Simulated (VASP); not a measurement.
Ti4HBr, 6 atoms in the cell. Symmetry: P4/mmm, No. 123, tetragonal system. Conventional cell: a = 3.726 Å, b = 3.726 Å, c = 7.160 Å, α = 90.00°, β = 90.00°, γ = 90.00°. Ti (site symmetry 2mm) has 2 H at 2.29 Å and 5 Ti at 2.63 to 2.66 Å and 2 Br at 2.92 Å within 3.0 Å. Within 3.0 Å of H (site symmetry 4/mmm) lie 8 Ti at 2.29 Å. Within 3.8 Å of Br (site symmetry 4/mmm) lie 8 Ti at 2.92 Å and 4 Br at 3.73 Å. 

- Program: VASP 6.6.1
- Task: single point
- Functional: PBE
- Potentials or basis: VASP PAW PBE potentials, release 64 (Ti_sv, H, Br)
- Cutoff: 520 eV
- k mesh: 4 × 4 × 4
- Occupations: gaussian, width 0.1 eV
- Spin: collinear spin, ferromagnetic start
- Starting moments: [1.0, 1.0, 1.0, 1.0, 0.0, 0.0] μB
- Dipole correction: no
- Further INCAR settings: ALGO = Normal; EDIFF = 1e-06; NBANDS = 41

Potentials or basis: VASP PAW PBE potentials, release 64 (Ti_sv, H, Br).

Run with:

```bash
$ cat potpaw_PBE.64/Ti_sv/POTCAR potpaw_PBE.64/H/POTCAR potpaw_PBE.64/Br/POTCAR > POTCAR
$ mpirun -np 1 vasp_std > vasp.out
```

Hardware: 1 thread of Oxide Virtual Turin-like Processor, with other jobs on the host.

Task: Estimate the wall time of this run.

Result: It took 4 min on 1 thread of Oxide Virtual Turin-like Processor (shared host), peak memory 0.26 GiB. Counts: scf iterations 17, k points 18.
